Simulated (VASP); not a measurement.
# KMgPd3 (P4mm) in VASP: notebook

Runs on KMgPd3. Level: PBE. Tasks: single point, relaxation of cell and atoms.

All numbers are computed with VASP 6.6.1; they aren't measurements. Logs are shortened: lines on timing, memory, paths and dates and some standing lists are left out, and cuts for length are marked.

**1. The cell of the first run**

Symmetry: P4mm, No. 99, tetragonal system. The conventional cell has a = 4.222 Å, b = 4.222 Å, c = 5.341 Å, α = 90.00°, β = 90.00°, γ = 90.00°. K (site symmetry 4mm) has 12 Pd at 3.05 to 3.48 Å and 4 Mg at 3.38 Å within 4.0 Å. Within 2.9 Å of Mg (site symmetry 4mm) lie 5 Pd at 2.20 to 2.34 Å. Pd (site symmetry 2mm) has 2 Mg at 2.34 Å and 6 Pd at 2.99 to 3.00 Å within 3.1 Å. Within 3.2 Å of Pd (site symmetry 4mm) lie 2 Mg at 2.20 to 3.14 Å and 4 Pd at 3.00 Å and 4 K at 3.05 Å.

The cell was generated, and may not be a known phase.

**2. Single point, PBE**

INCAR reads:

```
ALGO = Normal ; EDIFF = 1E-6
ENCUT = 600 ; GGA = PE
GGA_COMPAT = False ; ISIF = 2
ISMEAR = 0 ; LASPH = True
LCHARG = False ; LREAL = False
LWAVE = False ; NBANDS = 28
NELM = 120 ; PREC = Accurate
SIGMA = 0.1
```

KPOINTS reads:

```
k-points
0
Gamma
  4 4 4
```

POSCAR reads:

```
KMgPd3
1.0
    4.2223014700      0.0000000000      0.0000000000
    0.0000000000      4.2223014700      0.0000000000
    0.0000000000      0.0000000000      5.3409076000
K Mg Pd
1 1 3
Direct
    0.0000000000      0.0000000000      0.9824594300
    0.5000000000      0.5000000000      0.6870401500
    0.0000000000      0.5000000000      0.4995295400
    0.5000000000      0.5000000000      0.0993413100
    0.5000000000      0.0000000000      0.4995295400
```

Potentials or basis: VASP PAW PBE potentials, release 64 (K_sv, Mg, Pd).

The run is started by

```bash
$ cat potpaw_PBE.64/K_sv/POTCAR potpaw_PBE.64/Mg/POTCAR potpaw_PBE.64/Pd/POTCAR > POTCAR
$ mpirun -np 1 vasp_std > vasp.out
```

OUTCAR:

```text
EDIFF = 1E-6
   ENCUT = 600
   GGA = PE
   ISIF = 2
   ISMEAR = 0
   LASPH = True
   LREAL = False
   NELM = 120
   PREC = Accurate

 ion  position               nearest neighbor table
   1  0.000  0.000  0.982-   4 3.05   4 3.05   4 3.05   4 3.05   3 3.33   5 3.33   5 3.33   3 3.33
                             2 3.38   2 3.38   2 3.38   2 3.38   5 3.48   3 3.48   5 3.48   3 3.48
   2  0.500  0.500  0.687-   4 2.20   3 2.34   5 2.34   5 2.34   3 2.34   4 3.14   1 3.38   1 3.38
                             1 3.38   1 3.38
   3  0.000  0.500  0.500-   2 2.34   2 2.34   5 2.99   5 2.99   5 2.99   5 2.99   4 3.00   4 3.00
                             1 3.33   1 3.33   1 3.48   1 3.48
   4  0.500  0.500  0.099-   2 2.20   3 3.00   5 3.00   5 3.00   3 3.00   1 3.05   1 3.05   1 3.05
                             1 3.05   2 3.14
   5  0.500  0.000  0.500-   2 2.34   2 2.34   3 2.99   3 2.99   3 2.99   3 2.99   4 3.00   4 3.00
                             1 3.33   1 3.33   1 3.48   1 3.48

  LATTYP: Found a simple tetragonal cell.
 ALAT       =     4.2223014700
 C/A-ratio  =     1.2649280583

  Lattice vectors:

 A1 = (   4.2223014700,   0.0000000000,   0.0000000000)
 A2 = (   0.0000000000,   4.2223014700,   0.0000000000)
 A3 = (   0.0000000000,   0.0000000000,   5.3409076000)

Analysis of symmetry for initial positions (statically):
=====================================================================
 Subroutine PRICEL returns:
 Original cell was already a primitive cell.

 Routine SETGRP: Setting up the symmetry group for a
 simple tetragonal supercell.

 Subroutine GETGRP returns: Found  8 space group operations
 (whereof  8 operations were pure point group operations)
 out of a pool of 16 trial point group operations.

The static configuration has the point symmetry C_4v.

Analysis of symmetry for dynamics (positions and initial velocities):
=====================================================================
 Subroutine PRICEL returns:
 Original cell was already a primitive cell.

 Routine SETGRP: Setting up the symmetry group for a
 simple tetragonal supercell.

 Subroutine GETGRP returns: Found  8 space group operations
 (whereof  8 operations were pure point group operations)
 out of a pool of 16 trial point group operations.

The dynamic configuration has the point symmetry C_4v.

 Subroutine INISYM returns: Found  8 space group operations
 (whereof  8 operations are pure point group operations),
 and found     1 'primitive' translations

----------------------------------------------------------------------------------------

                                     Primitive cell

  volume of cell :      95.2168

  direct lattice vectors                    reciprocal lattice vectors
     4.222301470  0.000000000  0.000000000     0.236837660  0.000000000  0.000000000
     0.000000000  4.222301470  0.000000000     0.000000000  0.236837660  0.000000000
     0.000000000  0.000000000  5.340907600     0.000000000  0.000000000  0.187234095

  length of vectors
     4.222301470  4.222301470  5.340907600     0.236837660  0.236837660  0.187234095

  position of ions in fractional coordinates (direct lattice)
     0.000000000  0.000000000  0.982459430
     0.500000000  0.500000000  0.687040150
     0.000000000  0.500000000  0.499529540
     0.500000000  0.500000000  0.099341310
     0.500000000  0.000000000  0.499529540

  ion indices of the primitive-cell ions
   primitive index   ion index
                 1           1
                 2           2
                 3           3
                 4           4
                 5           5

----------------------------------------------------------------------------------------

 KPOINTS: k-points

Automatic generation of k-mesh.
 Grid dimensions read from file:
 generate k-points for:    4    4    4

 Generating k-lattice:

  Cartesian coordinates                     Fractional coordinates (reciprocal lattice)
     0.059209415  0.000000000  0.000000000     0.250000000  0.000000000  0.000000000
     0.000000000  0.059209415  0.000000000     0.000000000  0.250000000  0.000000000
     0.000000000  0.000000000  0.046808524     0.000000000  0.000000000  0.250000000

  Length of vectors
     0.059209415  0.059209415  0.046808524

  Shift w.r.t. Gamma in fractional coordinates (k-lattice)
     0.000000000  0.000000000  0.000000000

 Subroutine IBZKPT returns following result:
 ===========================================

 Found     18 irreducible k-points:

 Following reciprocal coordinates:
            Coordinates               Weight
  0.000000  0.000000  0.000000      1.000000
  0.250000  0.000000  0.000000      4.000000
  0.500000  0.000000  0.000000      2.000000
  0.250000  0.250000  0.000000      4.000000
  0.500000  0.250000  0.000000      4.000000
  0.500000  0.500000  0.000000      1.000000
[... 10 lines left out ...]
  0.500000  0.250000  0.500000      4.000000
  0.500000  0.500000  0.500000      1.000000
   k-points           NKPTS =     18   k-points in BZ     NKDIM =     18   number of bands    NBANDS=     28
   number of dos      NEDOS =    301   number of ions     NIONS =      5
   total plane-waves  NPLWV =  62208
   dimension x,y,z NGX =    36 NGY =   36 NGZ =   48
   dimension x,y,z NGXF=    72 NGYF=   72 NGZF=   96
   ions per type =               1   1   3
   NGX,Y,Z   is equivalent  to a cutoff of  14.17, 14.17, 14.94 a.u.
   NGXF,Y,Z  is equivalent  to a cutoff of  28.35, 28.35, 29.88 a.u.
 SYSTEM =  unknown system
   PREC   = accura    normal or accurate (medium, high low for compatibility)
   ISTART =      0    job   : 0-new  1-cont  2-samecut
   ICHARG =      2    charge: 1-file 2-atom 10-const
   ISPIN  =      1    spin polarized calculation?
   LNONCOLLINEAR =      F non collinear calculations
   LSORBIT =      F    spin-orbit coupling
   LASPH  =      T    aspherical Exc in radial PAW
   ENCUT  =  600.0 eV  44.10 Ry    6.64 a.u.   8.43  8.43 10.67*2*pi/ulx,y,z
   NELM   =    120;   NELMIN=  2; NELMDL= -5     # of ELM steps
   EDIFF  = 0.1E-05   stopping-criterion for ELM
   LREAL  =      F    real-space projection
   EDIFFG = 0.1E-04   stopping-criterion for IOM
   NSW    =      0    number of steps for IOM
   IBRION =     -1    ionic relax: 0-MD 1-quasi-New 2-CG
   NFREE  =      0    steps in history (QN), initial steepest desc. (CG)
   ISIF   =      2    stress and relaxation
   ISYM   =      2    0-nonsym 1-usesym 2-fastsym
   POTIM  = 0.5000    time-step for ionic-motion
   TEBEG  =    0.0;   TEEND  =   0.0 temperature during run
   PSTRESS=    0.0 pullay stress
   NELECT =      41.0000    total number of electrons
   NUPDOWN=      -1.0000    fix difference up-down
   EMIN   =  10.00;   EMAX   =-10.00  energy-range for DOS
   EFERMI =   0.00;   METHOD = LEGACY
   ISMEAR =     0;   SIGMA  =   0.10  broadening in eV -4-tet -1-fermi 0-gaus
   EFERMI_NEDOS =   21; number of points for ismear=-14 and -15
   IALGO  =     38    algorithm
   IMIX   =      4    mixing-type and parameters
     AMIX     =   0.40;   BMIX     =  1.00
     AMIX_MAG =   1.60;   BMIX_MAG =  1.00
  volume/ion in A,a.u.               =      19.04       128.51
  Fermi-wavevector in a.u.,A,eV,Ry     =   1.236227  2.336131 20.793206  1.528258
  Thomas-Fermi vector in A             =   2.370844
   LORBIT       =      0    0 simple, 1 ext, 2 COOP (PROOUT), +10 PAW based schemes
   GGA     = PE    functional components
   LHFCALC =     F    Hartree Fock is set to
   AEXX    =    0.0000 exact exchange contribution
   IVDW    =     0    specifies the selected vdW correction
   LEPSILON=     F    determine dielectric tensor
   LRPA    =     F    only Hartree local field effects (RPA)
 non-spin polarized calculation
 Gauss-broadening in eV      SIGMA  =   0.10
  energy-cutoff  :      600.00
  volume of cell :       95.22
 maximum number of plane-waves:      3201
 NGX is ok and might be reduce to    36
   NGX = 17   NGY = 17   NGZ = 21

 number of electron      41.0000004 magnetization

 Free energy of the ion-electron system (eV)
  ---------------------------------------------------
  ext. energy  EPLUGINS =         0.00000000
  ---------------------------------------------------
  free energy    TOTEN  =       -16.96899770 eV

  energy without entropy =      -16.95811722  energy(sigma->0) =      -16.96355746

 E-fermi :   4.8722     XC(G=0): -10.6375

 val. band max:        4.8090908558   @ k =   0.0000   0.0000   0.5000
 cond. band min:       4.8921784831   @ k =   0.5000   0.0000   0.5000
 fundamental gap:      0.0830876273
 Fermi energy:         4.8721904873

 k-point     1 :       0.0000    0.0000    0.0000
  band No.  band energies     occupation
      1     -24.4542      2.00000
      2      -8.0374      2.00000
      3      -8.0374      2.00000
      4      -8.0131      2.00000
      5      -0.8943      2.00000
      6       1.4007      2.00000
[... 20 lines left out ...]
     27      12.8058      0.00000
     28      13.5774      0.00000

 k-point     2 :       0.2500    0.0000    0.0000
  band No.  band energies     occupation
      1     -24.4499      2.00000
      2      -8.1362      2.00000
      3      -8.0409      2.00000
      4      -8.0053      2.00000
      5      -0.3549      2.00000
      6       1.7646      2.00000
[... 20 lines left out ...]
     27      12.2347      0.00000
     28      12.3196      0.00000

 k-point     3 :       0.5000    0.0000    0.0000
  band No.  band energies     occupation
      1     -24.4455      2.00000
      2      -8.2311      2.00000
      3      -8.0444      2.00000
      4      -7.9975      2.00000
      5       0.4611      2.00000
      6       1.9823      2.00000
[... 430 lines left out ...]
      3      -8.1098      2.00000
      4      -8.0019      2.00000
      5       1.1708      2.00000
      6       1.2638      2.00000
[... 20 lines left out ...]
     27      12.5780      0.00000
     28      13.9302      0.00000

 k-point    18 :       0.5000    0.5000    0.5000
  band No.  band energies     occupation
      1     -24.4396      2.00000
      2      -8.1705      2.00000
      3      -8.1705      2.00000
      4      -7.9891      2.00000
      5       0.9851      2.00000
      6       1.2460      2.00000
[... 20 lines left out ...]
     27      12.7969      0.00000
     28      14.3674      0.00000

------------------------ aborting loop because EDIFF is reached ----------------------------------------

  FORCE on cell =-STRESS in cart. coord.  units (eV):
  Direction    XX          YY          ZZ          XY          YZ          ZX
  --------------------------------------------------------------------------------------
  -------------------------------------------------------------------------------------
  Total        6.5754789      6.5754789      6.7471645      0.0000000      0.0000000      0.0000000
  in kB      110.6431239    110.6431239    113.5320136      0.0000000      0.0000000      0.0000000
  external PRESSURE =     111.6060872 kB  Pullay stress =       0.0000000 kB

 VOLUME and BASIS-vectors are now :
 -----------------------------------------------------------------------------
  energy-cutoff  :      600.00
  volume of cell :       95.22
      direct lattice vectors                 reciprocal lattice vectors
     4.222301470  0.000000000  0.000000000     0.236837660  0.000000000  0.000000000
     0.000000000  4.222301470  0.000000000     0.000000000  0.236837660  0.000000000
     0.000000000  0.000000000  5.340907600     0.000000000  0.000000000  0.187234095

 POSITION                                       TOTAL-FORCE (eV/Angst)
 -----------------------------------------------------------------------------------
      0.00000      0.00000      5.24723        -0.000000      0.000000      0.369043
      2.11115      2.11115      3.66942         0.000000      0.000000     -0.411513
      0.00000      2.11115      2.66794         0.000000      0.000000     -1.763443
      2.11115      2.11115      0.53057         0.000000     -0.000000      3.569357
      2.11115      0.00000      2.66794         0.000000      0.000000     -1.763443
 -----------------------------------------------------------------------------------
    total drift:                                0.000000     -0.000000     -0.000140

  FREE ENERGIE OF THE ION-ELECTRON SYSTEM (eV)
  ---------------------------------------------------
  free  energy   TOTEN  =       -16.9689976960 eV

  energy  without entropy=      -16.9581172244  energy(sigma->0) =      -16.96355746
```

It took 81 s on 1 thread of Oxide Virtual Turin-like, shared host; peak memory 0.23 GiB.

What came out:

```
Free energy            : -16.9690 eV
Pressure               : 11.2 GPa
Largest force          : 3.569 eV/Å
Band gap on the k mesh : zero (an odd number of electrons rules out a gap without spin polarisation)
```

Forces in eV/Å, atoms in the order of the input:
```
K    0.000  0.000  0.369
Mg   0.000  0.000 -0.412
Pd   0.000  0.000 -1.763
Pd   0.000  0.000  3.569
Pd   0.000  0.000 -1.763
```

Levels at points of the mesh, in eV from the Fermi level:
```tsv
k point	band 18	band 19	band 20	band 21	band 22	band 23
(0.00, 0.00, 0.00)	-1.03	-0.61	-0.06	1.01	1.77	3.26
(0.50, 0.00, 0.00)	-1.13	-1.13	-1.03	-1.01	2.61	3.04
(0.50, 0.50, 0.00)	-1.02	-0.95	-0.87	1.34	1.77	1.77
(0.00, 0.00, 0.50)	-1.17	-1.17	-0.88	-0.06	3.87	3.87
(0.50, 0.00, 0.50)	-1.35	-1.10	-0.95	0.02	0.45	1.10
(0.50, 0.50, 0.50)	-0.80	-0.80	-0.71	0.91	1.91	2.03
```

Caveat: the k points lie up to 0.37 Å⁻¹ apart, too coarse for converged energies and pressures of a metal; forces of over 1 eV/Å act on the atoms, so gaps and moduli don't describe the material at rest.

**3. Single point, PBE**

This run uses another cell than the first one, of 21.87 Å³/atom.

INCAR reads:

```
SYSTEM = KMgPd3
ALGO     = Normal         ! electronic algorithm
EDIFF    = 1E-6           ! SCF threshold, eV
ENCUT    = 600            ! plane-wave cutoff, eV
GGA      = PE             ! functional
GGA_COMPAT= .FALSE.      
ISIF     = 2              ! what is computed and relaxed
ISMEAR   = 0              ! smearing method
LASPH    = .TRUE.         ! aspherical terms in the spheres
LCHARG   = .FALSE.        ! write CHGCAR
LREAL    = .FALSE.        ! projectors in reciprocal space
LWAVE    = .FALSE.        ! write WAVECAR
NBANDS   = 28             ! bands
NELM     = 120            ! most SCF steps
PREC     = Accurate       ! precision mode
SIGMA    = 0.1            ! smearing width, eV
```

KPOINTS reads:

```
k-points
0
G
  4 4 4
  0 0 0
```

POSCAR reads:

```
KMgPd3
1.0
    4.4102122351      0.0000000000      0.0000000000
    0.0000000000      4.4102122351      0.0000000000
    0.0000000000      0.0000000000      5.6213581953
K Mg Pd
1 1 3
Direct
    0.0000000000      0.0000000000      0.9843108497
    0.5000000000      0.5000000000      0.7070428092
    0.0000000000      0.5000000000      0.4503693549
    0.5000000000      0.5000000000      0.1758076012
    0.5000000000      0.0000000000      0.4503693549
```

Potentials or basis: VASP PAW PBE potentials, release 64 (K_sv, Mg, Pd).

The run is started by

```bash
$ cat potpaw_PBE.64/K_sv/POTCAR potpaw_PBE.64/Mg/POTCAR potpaw_PBE.64/Pd/POTCAR > POTCAR
$ mpirun -np 1 vasp_std > vasp.out
```

Run time: 81 s. Hardware: 1 thread of Oxide Virtual Turin-like, shared host; peak memory 0.24 GiB.

Results (log left out):

| Item | Value |
| --- | --- |
| Free energy | -18.4807 eV |
| Pressure | 0.0 GPa |
| Largest force | 0.028 eV/Å |
| Band gap on the k mesh | zero (an odd number of electrons rules out a gap without spin polarisation) |

Forces on the atoms (eV/Å):
```
K    0.000  0.000 -0.006
Mg   0.000  0.000  0.003
Pd   0.000  0.000 -0.013
Pd   0.000  0.000  0.028
Pd   0.000  0.000 -0.013
```

Levels at points of the mesh, in eV from the Fermi level:
```
           k point  band 18  band 19  band 20  band 21  band 22  band 23
(0.00, 0.00, 0.00)    -0.96    -0.31    -0.15     0.75     1.67     2.96
(0.50, 0.00, 0.00)    -0.79    -0.76    -0.70    -0.64     2.06     2.77
(0.50, 0.50, 0.00)    -0.79    -0.79    -0.23     1.32     1.32     1.69
(0.00, 0.00, 0.50)    -1.05    -0.95    -0.42    -0.15     3.43     3.43
(0.50, 0.00, 0.50)    -0.88    -0.81    -0.64    -0.22     0.40     1.11
(0.50, 0.50, 0.50)    -0.69    -0.69    -0.19     0.79     1.65     1.65
```

**4. Relaxation of cell and atoms, PBE**

INCAR reads:

```
PREC = Accurate ; ENCUT = 600
EDIFF = 1E-7 ; ISMEAR = 0
SIGMA = 0.1 ; LREAL = F
LASPH = T ; NELM = 120
ALGO = Normal ; ISIF = 3
LWAVE = F ; LCHARG = F
GGA = PE ; IBRION = 2
NSW = 90 ; EDIFFG = -0.04
GGA_COMPAT = F ; NELMIN = 4
```

KPOINTS reads:

```
Automatic mesh
0
Gamma
  4 4 4
```

POSCAR reads:

```
KMgPd3
1.0
    4.2223014700      0.0000000000      0.0000000000
    0.0000000000      4.2223014700      0.0000000000
    0.0000000000      0.0000000000      5.3409076000
K Mg Pd
1 1 3
Direct
    0.0000000000      0.0000000000      0.9824594300
    0.5000000000      0.5000000000      0.6870401500
    0.0000000000      0.5000000000      0.4995295400
    0.5000000000      0.5000000000      0.0993413100
    0.5000000000      0.0000000000      0.4995295400
```

The run is started by

```bash
$ cat potpaw_PBE.64/K_sv/POTCAR potpaw_PBE.64/Mg/POTCAR potpaw_PBE.64/Pd/POTCAR > POTCAR
$ mpirun -np 1 vasp_std > vasp.out
```

It took 9.7 min on 1 thread of Oxide Virtual Turin-like, shared host; peak memory 0.24 GiB.

Results (log left out):

```yaml
Free_energy: -18.4751 eV
Relaxed_volume: 21.86 Å³/atom
Relaxed_cell: a = 4.404 Å, b = 4.404 Å, c = 5.636 Å, α = 90.00°, β = 90.00°, γ = 90.00°
Space_group_after_relaxing_to_0.1_Å: P4mm (No. 99)
Energy_gained_by_relaxing: 301.2 meV/atom
Ionic_steps: 15
Pressure_after_relaxing: 0.0 GPa
Largest_force_after_relaxing: 0.018 eV/Å
Band_gap_on_the_k_mesh: zero (an odd number of electrons rules out a gap without spin polarisation)
```

Forces on the atoms (eV/Å):
```
K    0.000  0.000 -0.004
Mg   0.000  0.000  0.005
Pd   0.000  0.000  0.009
Pd   0.000  0.000 -0.018
Pd   0.000  0.000  0.009
```

The path:
| step | energy change (eV) | largest force (eV/Å) | pressure (GPa) | volume (Å³) |
| --- | --- | --- | --- | --- |
| 1 | 0.0000 | 3.5694 | 11.17 | 95.22 |
| 2 | -1.0299 | 1.3660 | -2.12 | 114.71 |
| 3 | -1.0345 | 1.2982 | -2.64 | 116.15 |
| 4 | -1.2777 | 0.9579 | -1.54 | 112.49 |
| 5 | -1.4329 | 0.7428 | 2.51 | 106.18 |
| 6 | -1.4403 | 0.6491 | 1.38 | 107.49 |
| 7 | -1.4410 | 0.6690 | 1.62 | 107.19 |
| 8 | -1.4907 | 0.2546 | 0.12 | 110.14 |
| 9 | -1.4927 | 0.1593 | -0.21 | 110.89 |
| 10 | -1.4979 | 0.1018 | -0.08 | 110.38 |
| 11 | -1.5035 | 0.0488 | 0.22 | 109.25 |
| 12 | -1.5037 | 0.0548 | 0.29 | 109.01 |
| 13 | -1.5051 | 0.0804 | -0.33 | 109.92 |
| 14 | -1.5053 | 0.0727 | -0.16 | 109.65 |
| 15 | -1.5061 | 0.0185 | 0.02 | 109.30 |

Final structure:
```
K Mg Pd
1.0
     4.40401    0.00000    0.00000
     0.00000    4.40401    0.00000
     0.00000    0.00000    5.63553
K Mg Pd
1 1 3
Cartesian
  0.0000 4.4040 5.5457
  2.2020 2.2020 3.9874
  0.0000 2.2020 2.5350
  2.2020 2.2020 0.9954
  2.2020 4.4040 2.5350
```

Levels at points of the mesh, in eV from the Fermi level:
```csv
k point,band 17,band 18,band 19,band 20,band 21,band 22,band 23,band 24
"(0.00, 0.00, 0.00)",-0.96,-0.96,-0.31,-0.14,0.72,1.66,2.98,2.98
"(0.50, 0.00, 0.00)",-1.03,-0.79,-0.75,-0.69,-0.64,2.05,2.76,3.64
"(0.50, 0.50, 0.00)",-0.87,-0.78,-0.78,-0.22,1.34,1.34,1.69,1.83
"(0.00, 0.00, 0.50)",-1.04,-1.04,-0.95,-0.42,-0.14,3.44,3.44,4.03
"(0.50, 0.00, 0.50)",-0.99,-0.88,-0.80,-0.63,-0.22,0.40,1.11,5.15
"(0.50, 0.50, 0.50)",-0.88,-0.69,-0.69,-0.18,0.79,1.65,1.65,1.94
```

Caveat: the k points lie up to 0.36 Å⁻¹ apart in the final cell, too coarse for converged energies and pressures of a metal.

(Part 1 of 2 ends here.)

The gap in the log of VASP goes by the Fermi energy; the results here count the filled bands.